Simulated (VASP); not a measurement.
# Si8O17 (a cell with a defect) in VASP: a series of runs

Si8O17 (a cell with a defect) is run at these levels: PBE; tasks: single point.

Program: VASP 6.6.1. These are calculated values, not measurements. Logs are shortened: lines on timing, memory, paths and dates and some standing lists are left out, and cuts for length are marked.

## 1. The cell of the first run

The cell holds a defect, 25 atoms: a = 8.726 Å, b = 8.726 Å, c = 7.186 Å, α = 65.69°, β = 65.69°, γ = 48.63°.

## 2. Single point, PBE

INCAR reads:

```
SYSTEM = Si8O17
PREC     = Accurate       ! precision mode
ENCUT    = 520            ! plane-wave cutoff, eV
EDIFF    = 1E-6           ! SCF threshold, eV
ISMEAR   = -1             ! smearing method
SIGMA    = 0.01           ! smearing width, eV
LREAL    = .FALSE.        ! projectors in reciprocal space
LASPH    = .TRUE.         ! aspherical terms in the spheres
NELM     = 120            ! most SCF steps
ALGO     = Normal         ! electronic algorithm
ISIF     = 2              ! what is computed and relaxed
LWAVE    = .FALSE.        ! write WAVECAR
LCHARG   = .FALSE.        ! write CHGCAR
GGA      = PE             ! functional
NBANDS   = 85             ! bands
GGA_COMPAT= .FALSE.
```

KPOINTS reads:

```
regular mesh
0
G
  1 1 1
  0 0 0
```

POSCAR reads:

```
Si8O17
1.0
    0.0000000000      5.0813926900      7.0944098900
    5.0813926900      0.0000000000      7.0944098900
    5.0813926900      5.0813926900      0.0000000000
Si O
8 17
Direct
    0.2208821528      0.2689295861      0.4622167193
    0.7715614233      0.7574806038      0.9423296273
    0.0906016802      0.6815088235      0.1139507489
    0.5348536367      0.2013165978      0.6459710785
    0.4463474813      0.8255314415      0.3738985923
    0.9117568559      0.3419672670      0.8700799889
    0.0453231465     -0.0120618282      0.2653933259
    0.5014578143      0.5079976082      0.8049582022
    0.0268338224      0.2806615576      0.6415669749
    0.6321215989      0.7477073252      0.1735043198
    0.4750784716      0.3470654337      0.7853976998
    0.9877153865      0.8491023237      0.2531202568
    0.3328643604      0.2931049251      0.5708466155
    0.9429600573      0.7684504943      0.9609496837
    0.2628286323      0.8394816556      0.3427930278
    0.6923253616      0.3780860613      0.9210781247
    0.0467973699      0.1493653012      0.0456939348
    0.5319918951      0.6507271475      0.5810284837
    0.3721712847      0.0488596667      0.3868165527
    0.8806864054      0.5503693336      0.8617722632
    0.2987031207      0.6600551789      0.9602873785
    0.6790192908      0.2304804450      0.4134483297
    0.1399530762      0.4595210312      0.2625031675
    0.6351760859      0.9626631691      0.7748160905
   -0.1141219074      0.1144835588      0.4618452902
```

Potentials or basis: VASP PAW PBE potentials, release 64 (Si, O).

Run with:

```
> cat potpaw_PBE.64/Si/POTCAR potpaw_PBE.64/O/POTCAR > POTCAR
> mpirun -np 1 vasp_gam > vasp.out
```

OUTCAR:

```text
SYSTEM = Si8O17
   PREC = Accurate
   ENCUT = 520
   EDIFF = 1E-6
   ISMEAR = -1
   LREAL = .FALSE.
   LASPH = .TRUE.
   NELM = 120
   ISIF = 2
   GGA = PE

 ion  position               nearest neighbor table
   1  0.221  0.269  0.462-   9 1.62  19 1.63  23 1.63  13 1.63   6 3.00   4 3.13
   2  0.772  0.757  0.942-  10 1.61  14 1.62  20 1.63  24 1.63   3 3.07
   3  0.091  0.682  0.114-  21 1.62  14 1.62  23 1.63  12 1.64   8 3.02   7 3.02   2 3.07
   4  0.535  0.201  0.646-  13 1.61  24 1.62  11 1.62  22 1.67  25 2.48   8 3.12   1 3.13
   5  0.446  0.826  0.374-  10 1.61  18 1.62  15 1.63  19 1.63   7 3.11   8 3.15
   6  0.912  0.342  0.870-  16 1.62   9 1.63  20 1.63  17 1.63   1 3.00   8 3.02   7 3.12
   7  0.045  0.988  0.265-  15 1.62  17 1.63  12 1.63  25 1.67  22 2.44   3 3.02   5 3.11   6 3.12

   8  0.501  0.508  0.805-  16 1.62  21 1.62  18 1.63  11 1.63   6 3.02   3 3.02   4 3.12   5 3.15

   9  0.027  0.281  0.642-   1 1.62   6 1.63
  10  0.632  0.748  0.174-   5 1.61   2 1.61
  11  0.475  0.347  0.785-   4 1.62   8 1.63
  12  0.988  0.849  0.253-   7 1.63   3 1.64
  13  0.333  0.293  0.571-   4 1.61   1 1.63
  14  0.943  0.768  0.961-   2 1.62   3 1.62
  15  0.263  0.839  0.343-   7 1.62   5 1.63
  16  0.692  0.378  0.921-   6 1.62   8 1.62
  17  0.047  0.149  0.046-   7 1.63   6 1.63
  18  0.532  0.651  0.581-   5 1.62   8 1.63
  19  0.372  0.049  0.387-   1 1.63   5 1.63
  20  0.881  0.550  0.862-   2 1.63   6 1.63
  21  0.299  0.660  0.960-   3 1.62   8 1.62
  22  0.679  0.230  0.413-  25 1.49   4 1.67   7 2.44
  23  0.140  0.460  0.263-   1 1.63   3 1.63
  24  0.635  0.963  0.775-   4 1.62   2 1.63
  25  0.886  0.114  0.462-  22 1.49   7 1.67   4 2.48

  LATTYP: Found a body centered tetragonal cell.
 ALAT       =     7.1861744579
 C/A-ratio  =     1.9744608015

  Lattice vectors:

 A1 = (  -5.0813926900,   0.0000000000,   7.0944098900)
 A2 = (   5.0813926900,   0.0000000000,   7.0944098900)
 A3 = (   0.0000000000,   5.0813926900,  -7.0944098900)

Analysis of symmetry for initial positions (statically):
=====================================================================
 Subroutine PRICEL returns:
 Original cell was already a primitive cell.

 Routine SETGRP: Setting up the symmetry group for a
 body centered tetragonal supercell.

 Subroutine GETGRP returns: Found  1 space group operations
 (whereof  1 operations were pure point group operations)
 out of a pool of 16 trial point group operations.

The static configuration has the point symmetry C_1 .

Analysis of symmetry for dynamics (positions and initial velocities):
=====================================================================
 Subroutine PRICEL returns:
 Original cell was already a primitive cell.

 Routine SETGRP: Setting up the symmetry group for a
 body centered tetragonal supercell.

 Subroutine GETGRP returns: Found  1 space group operations
 (whereof  1 operations were pure point group operations)
 out of a pool of 16 trial point group operations.

The dynamic configuration has the point symmetry C_1 .

 Subroutine INISYM returns: Found  1 space group operations
 (whereof  1 operations are pure point group operations),
 and found     1 'primitive' translations

----------------------------------------------------------------------------------------

                                     Primitive cell

  volume of cell :     366.3632

  direct lattice vectors                    reciprocal lattice vectors
     0.000000000  5.081392690  7.094409890    -0.098398221  0.098398221  0.070478025
     5.081392690  0.000000000  7.094409890     0.098398221 -0.098398221  0.070478025
     5.081392690  5.081392690  0.000000000     0.098398221  0.098398221 -0.070478025

  length of vectors
     8.726465685  8.726465685  7.186174458     0.155985806  0.155985806  0.155985806

  position of ions in fractional coordinates (direct lattice)
     0.220882153  0.268929586  0.462216719
     0.771561423  0.757480604  0.942329627
     0.090601680  0.681508824  0.113950749
     0.534853637  0.201316598  0.645971078
     0.446347481  0.825531441  0.373898592
     0.911756856  0.341967267  0.870079989
[... 17 lines left out ...]
     0.635176086  0.962663169  0.774816091
     0.885878093  0.114483559  0.461845290

  ion indices of the primitive-cell ions
   primitive index   ion index
                 1           1
                 2           2
                 3           3
                 4           4
                 5           5
                 6           6
[... 17 lines left out ...]
                24          24
                25          25

----------------------------------------------------------------------------------------

 KPOINTS: regular mesh

Automatic generation of k-mesh.
 Grid dimensions read from file:
 generate k-points for:    1    1    1

 Generating k-lattice:

  Cartesian coordinates                     Fractional coordinates (reciprocal lattice)
[... 25 lines left out ...]
   NGXF,Y,Z  is equivalent  to a cutoff of  26.67, 26.67, 24.98 a.u.
 SYSTEM =  Si8O17
   PREC   = accura    normal or accurate (medium, high low for compatibility)
   ISTART =      0    job   : 0-new  1-cont  2-samecut
   ICHARG =      2    charge: 1-file 2-atom 10-const
   ISPIN  =      1    spin polarized calculation?
   LNONCOLLINEAR =      F non collinear calculations
   LSORBIT =      F    spin-orbit coupling
   LASPH  =      T    aspherical Exc in radial PAW
   ENCUT  =  520.0 eV  38.22 Ry    6.18 a.u.  16.23 16.23 13.36*2*pi/ulx,y,z
   NELM   =    120;   NELMIN=  2; NELMDL= -5     # of ELM steps
   EDIFF  = 0.1E-05   stopping-criterion for ELM
   LREAL  =      F    real-space projection
   EDIFFG = 0.1E-04   stopping-criterion for IOM
   NSW    =      0    number of steps for IOM
   IBRION =     -1    ionic relax: 0-MD 1-quasi-New 2-CG
   NFREE  =      0    steps in history (QN), initial steepest desc. (CG)
   ISIF   =      2    stress and relaxation
   ISYM   =      2    0-nonsym 1-usesym 2-fastsym
   POTIM  = 0.5000    time-step for ionic-motion
   TEBEG  =    0.0;   TEEND  =   0.0 temperature during run
   PSTRESS=    0.0 pullay stress
   NELECT =     134.0000    total number of electrons
   NUPDOWN=      -1.0000    fix difference up-down
   EMIN   =  10.00;   EMAX   =-10.00  energy-range for DOS
   EFERMI =   0.00;   METHOD = LEGACY
   ISMEAR =    -1;   SIGMA  =   0.01  broadening in eV -4-tet -1-fermi 0-gaus
   EFERMI_NEDOS =   21; number of points for ismear=-14 and -15
   IALGO  =     38    algorithm
   IMIX   =      4    mixing-type and parameters
     AMIX     =   0.40;   BMIX     =  1.00
     AMIX_MAG =   1.60;   BMIX_MAG =  1.00
  volume/ion in A,a.u.               =      14.65        98.89
  Fermi-wavevector in a.u.,A,eV,Ry     =   1.170772  2.212439 18.649617  1.370708
  Thomas-Fermi vector in A             =   2.307226
   LORBIT       =      0    0 simple, 1 ext, 2 COOP (PROOUT), +10 PAW based schemes
   GGA     = PE    functional components
   LHFCALC =     F    Hartree Fock is set to
   AEXX    =    0.0000 exact exchange contribution
   IVDW    =     0    specifies the selected vdW correction
   LEPSILON=     F    determine dielectric tensor
   LRPA    =     F    only Hartree local field effects (RPA)
 non-spin polarized calculation
  energy-cutoff  :      520.00
  volume of cell :      366.36
 maximum number of plane-waves:      4932
 NGX is ok and might be reduce to    70
   NGX = 33   NGY = 33   NGZ = 27

 number of electron     134.0000004 magnetization

 Free energy of the ion-electron system (eV)
  ---------------------------------------------------
  ext. energy  EPLUGINS =         0.00000000
  ---------------------------------------------------
  free energy    TOTEN  =      -192.84137028 eV

  energy without entropy =     -192.84137028  energy(sigma->0) =     -192.84137028

 E-fermi :   0.8787     XC(G=0):  -8.3051

 val. band max:        0.5540323238   @ k =   0.0000   0.0000   0.0000
 cond. band min:       5.1372874206   @ k =   0.0000   0.0000   0.0000
 fundamental gap:      4.5832550967
 Fermi energy:         0.8786949417

 k-point     1 :       0.0000    0.0000    0.0000
  band No.  band energies     occupation
      1     -20.7429      2.00000
      2     -19.3755      2.00000
      3     -18.7144      2.00000
      4     -18.6331      2.00000
      5     -18.6145      2.00000
      6     -18.5817      2.00000
[... 71 lines left out ...]
     78       9.3053      0.00000
     79       9.4039      0.00000
 [bands above 79 left out]

------------------------ aborting loop because EDIFF is reached ----------------------------------------

  FORCE on cell =-STRESS in cart. coord.  units (eV):
  Direction    XX          YY          ZZ          XY          YZ          ZX
  --------------------------------------------------------------------------------------
  -------------------------------------------------------------------------------------
  Total        3.0267586      1.1058732      3.2354988     -2.5551649      5.1180883     -6.2568479
  in kB       13.2366041      4.8361984     14.1494655    -11.1742331     22.3823957    -27.3624128
  external PRESSURE =      10.7407560 kB  Pullay stress =       0.0000000 kB

 VOLUME and BASIS-vectors are now :
 -----------------------------------------------------------------------------
  energy-cutoff  :      520.00
  volume of cell :      366.36
      direct lattice vectors                 reciprocal lattice vectors
     0.000000000  5.081392690  7.094409890    -0.098398221  0.098398221  0.070478025
     5.081392690  0.000000000  7.094409890     0.098398221 -0.098398221  0.070478025
     5.081392690  5.081392690  0.000000000     0.098398221  0.098398221 -0.070478025

 POSITION                                       TOTAL-FORCE (eV/Angst)
 -----------------------------------------------------------------------------------
      3.71524      3.47109      3.47493        -0.021244     -0.020460      0.010610
      8.63740      8.70895     10.84765        -0.024744     -0.024729     -0.000844
      4.04204      1.03941      5.47767        -0.000270     -0.015091     -0.012063
      4.30540      6.00023      5.22269         0.046750     -0.006033     -0.059518
      6.09478      4.16799      9.02323        -0.021131      0.031109      0.014453
      6.15889      9.05421      8.89443         0.002289      0.003518      0.012864
[... 17 lines left out ...]
      8.82881      7.16472     11.33573         0.004299      0.012321      0.008991
      2.92855      6.84831      7.09698        -0.015716      0.166814      0.092114
 -----------------------------------------------------------------------------------
    total drift:                                0.001300      0.001227     -0.001218

  FREE ENERGIE OF THE ION-ELECTRON SYSTEM (eV)
  ---------------------------------------------------
  free  energy   TOTEN  =      -192.8413702849 eV

  energy  without entropy=     -192.8413702849  energy(sigma->0) =     -192.84137028
```

It took 52 s on 1 thread of Intel Xeon Platinum 8488C (Sapphire Rapids), shared host; peak memory 0.54 GiB.

Results:

| Item | Value |
| --- | --- |
| Free energy | -192.8414 eV |
| Pressure | 1.1 GPa |
| Largest force | 0.191 eV/Å |

Forces on the atoms (eV/Å):
```
Si  -0.021 -0.020  0.011
Si  -0.025 -0.025 -0.001
Si   0.000 -0.015 -0.012
Si   0.047 -0.006 -0.060
Si  -0.021  0.031  0.014
Si   0.002  0.004  0.013
Si  -0.027  0.022  0.005
Si   0.008  0.011  0.004
O    0.005  0.006  0.001
O    0.004 -0.011  0.009
O   -0.006 -0.003  0.015
O   -0.002  0.001  0.002
O   -0.015 -0.006 -0.010
O    0.005  0.008 -0.005
O    0.005 -0.002  0.010
O   -0.002  0.002  0.006
O    0.005  0.000 -0.009
O    0.005 -0.006 -0.013
O    0.001  0.001 -0.015
O    0.001  0.005 -0.017
O   -0.001  0.000 -0.005
O    0.034 -0.179 -0.055
O    0.010  0.002  0.013
O    0.004  0.012  0.009
O   -0.016  0.167  0.092
```

Levels at points of the mesh, in eV from the Fermi level:
```csv
k point,band 65,band 66,band 67,band 68,band 69,band 70
"(0.00, 0.00, 0.00)",-1.21,-1.14,-0.32,4.26,4.57,7.49
```

Caveat: the k points lie up to 0.98 Å⁻¹ apart.

## 3. Single point, PBE

INCAR reads:

```
SYSTEM = Si8O17
PREC = Accurate
ENCUT = 520
EDIFF = 1E-6
ISMEAR = -1
SIGMA = 0.01
LREAL = .FALSE.
LASPH = .TRUE.
NELM = 120
ALGO = Normal
ISIF = 2
LWAVE = .FALSE.
LCHARG = .FALSE.
GGA = PE
NBANDS = 85
GGA_COMPAT = .FALSE.
```

KPOINTS is that of step 2.

POSCAR reads:

```
Si8O17
1.0
    0.0000000000      5.0813926900      7.0944098900
    5.0813926900      0.0000000000      7.0944098900
    5.0813926900      5.0813926900      0.0000000000
Si O
8 17
Direct
    0.2615217189      0.2605154987      0.4435216065
    0.7292670068      0.7566228929      0.9236241419
    0.1100712593      0.6731383503      0.1370771263
    0.5704326114      0.1889214552      0.6170623075
    0.4331139370      0.8458696770      0.3674829167
    0.9131761549      0.3265239944      0.8560155900
    0.0014538455      0.0203665740      0.2994758588
    0.5053731503      0.4982979246      0.7830069060
    0.1129666222      0.2364394649      0.6654973229
    0.6006964639      0.7470673597      0.1623963015
    0.4542813915      0.3660512493      0.7469266969
    1.0325090345      0.8197549598      0.2854127260
    0.4151651288      0.2935262322      0.4649555926
    0.9619045085      0.6973028368      0.8943592317
    0.2019456805      0.9278799321      0.3771435928
    0.7339172111      0.3234765844      0.8442200220
   -0.0115708984      0.1824942054      0.0761870420
    0.5135171862      0.6674285344      0.5746966830
    0.4144726047      0.0468905039      0.3564800138
    0.8043549815      0.5713684615      0.8317555313
    0.3298610581      0.6162142468      0.9757642704
    0.7944211797      0.1381605434      0.4744183675
    0.1222647845      0.4644774625      0.2760020142
    0.5898489652      0.9821065847      0.7779982814
   -0.0861682615     -0.1634632127      1.0102751524
```

Potentials or basis: VASP PAW PBE potentials, release 64 (Si, O).

Run with:

```
> cat potpaw_PBE.64/Si/POTCAR potpaw_PBE.64/O/POTCAR > POTCAR
> mpirun -np 1 vasp_gam > vasp.out
```

Run time: 51 s. Hardware: 1 thread of Intel Xeon Platinum 8488C (Sapphire Rapids), shared host; peak memory 0.52 GiB.

Results (log left out):

- Free energy: -192.8416 eV
- Pressure: 1.1 GPa
- Largest force: 0.172 eV/Å

Forces on the atoms (eV/Å):
```
Si  -0.013 -0.010 -0.009
Si  -0.004 -0.033 -0.042
Si   0.014  0.025  0.003
Si   0.013 -0.007  0.003
Si  -0.017  0.023 -0.003
Si  -0.023  0.027  0.007
Si   0.026  0.022  0.012
Si   0.015  0.001  0.005
O    0.005 -0.008  0.010
O    0.007 -0.008  0.007
O   -0.003  0.001  0.003
O    0.000 -0.005  0.010
O   -0.001  0.002 -0.003
O   -0.159 -0.026 -0.047
O   -0.011 -0.003  0.009
O    0.004 -0.005 -0.001
O    0.000 -0.006 -0.011
O    0.002 -0.004 -0.012
O    0.005 -0.003 -0.008
O    0.000  0.013 -0.008
O   -0.006 -0.004 -0.006
O   -0.004 -0.006 -0.013
O   -0.001  0.005  0.000
O   -0.002  0.004  0.014
O    0.153  0.004  0.079
```

Stress tensor (GPa, compression positive):
```
0.47 1.11 2.23
1.11 1.32 2.73
2.23 2.73 1.42
```

Levels at points of the mesh, in eV from the Fermi level:
| k point | band 64 | band 65 | band 66 | band 67 | band 68 | band 69 | band 70 | band 71 |
| --- | --- | --- | --- | --- | --- | --- | --- | --- |
| (0.00, 0.00, 0.00) | -1.34 | -1.22 | -1.15 | -0.33 | 4.24 | 4.56 | 7.49 | 7.67 |

Caveat: the k points lie up to 0.98 Å⁻¹ apart.

## 4. Single point, PBE

INCAR reads:

```
SYSTEM = Si8O17
ALGO = Normal
EDIFF = 1E-6
ENCUT = 520
GGA = PE
GGA_COMPAT = .False.
ISIF = 2
ISMEAR = -1
LASPH = .True.
LCHARG = .False.
LREAL = .False.
LWAVE = .False.
NBANDS = 85
NELM = 120
PREC = Accurate
SIGMA = 0.01
```

KPOINTS reads:

```
k-points
0
Gamma
  1 1 1
  0 0 0
```

POSCAR reads:

```
Si8O17
1.0
    0.0000000000      5.0813926900      7.0944098900
    5.0813926900      0.0000000000      7.0944098900
    5.0813926900      5.0813926900      0.0000000000
Si O
8 17
Direct
    0.2551294610      0.2501623188      0.4549341417
    0.7403948979      0.7553884251      0.9490590617
    0.0929671060      0.6655148655      0.1292424474
    0.5838193672      0.1681762298      0.6248370731
    0.4202997978      0.8331009978      0.3759504129
    0.9255161884      0.3303332957      0.8725672422
    0.0020922761      0.0045349136      0.2928266745
    0.5072139264      0.4957088128      0.7929526624
    0.0925564440      0.2381102410      0.6665177381
    0.5853457683      0.7386228416      0.1676139484
    0.4946605099      0.3325114594      0.7585398209
    0.9971703811      0.8361062694      0.2555430753
    0.4075548972      0.2732033441      0.4960253376
    0.8903260187      0.7699989671      1.0251240545
    0.2015617110      0.8825073122      0.3920477941
    0.7097994710      0.3750672226      0.8867405910
    0.0218052392      0.1598107119      0.0761397594
    0.5161773912      0.6583982436      0.5787173236
    0.3908945006      0.0418350777      0.3625676373
    0.8874408807      0.5442924357      0.8616132747
    0.3081226338      0.6160939116      0.9724790432
    0.7880586557      0.1385479405      0.4512122262
    0.1218726570      0.4542169774      0.2836346764
    0.6043309312      0.9590553365      0.7838985228
   -0.0466712568     -0.1242383775      0.8086840034
```

Run with:

```
> cat potpaw_PBE.64/Si/POTCAR potpaw_PBE.64/O/POTCAR > POTCAR
> mpirun -np 1 vasp_gam > vasp.out
```

Wall time 56 s (1 thread of Intel Xeon Platinum 8488C (Sapphire Rapids), shared host); peak memory 0.53 GiB.

Results (log left out):

```
Free energy   : -191.4594 eV
Pressure      : 0.6 GPa
Largest force : 0.165 eV/Å
```

Forces on the atoms (eV/Å):
```
Si  -0.011 -0.006 -0.006
Si   0.021  0.021 -0.029
Si   0.045  0.017 -0.032
Si   0.024 -0.004  0.022
Si  -0.007  0.016 -0.004
Si  -0.016  0.019  0.000
Si   0.024  0.018  0.005
Si   0.010  0.039  0.008
O   -0.016  0.001  0.012
O    0.004  0.020  0.013
O    0.007 -0.001  0.004
O    0.001  0.004  0.010
O   -0.004 -0.011 -0.008
O   -0.015  0.068 -0.086
O   -0.029 -0.023  0.013
O    0.007 -0.017  0.006
O    0.019  0.006 -0.018
O    0.005  0.000 -0.018
O    0.008 -0.007 -0.002
O    0.000 -0.011  0.011
O   -0.020 -0.053 -0.008
O   -0.015  0.002 -0.010
O    0.006  0.001 -0.006
O   -0.008 -0.002 -0.007
O   -0.039 -0.096  0.129
```

Stress tensor (GPa, compression positive):
```
 0.62 -0.03 -0.28
-0.03  0.60  0.36
-0.28  0.36  0.62
```

Levels at points of the mesh, in eV from the Fermi level:
```csv
k point,band 63,band 64,band 65,band 66,band 67,band 68,band 69,band 70,band 71,band 72
"(0.00, 0.00, 0.00)",-2.59,-2.52,-2.32,-0.86,-0.31,2.88,3.33,5.91,6.38,6.52
```

Caveat: the k points lie up to 0.98 Å⁻¹ apart.

## 5. Summary

```tsv
cell	pressure (GPa)	largest force (eV/Å)
as given, atomic positions A	1.1	0.19
as given, atomic positions B	1.1	0.17
as given, atomic positions C	0.6	0.17
```

Alike in all rows: task single point; level PBE; potentials or basis VASP PAW PBE potentials, release 64 (Si, O); no spin polarisation; k mesh 1 × 1 × 1; cutoff (eV) 520; smearing fermi-dirac 0.01 eV.

Caveats: all runs use coarse meshes.

Absolute energies hang on the potentials; compare differences alone.
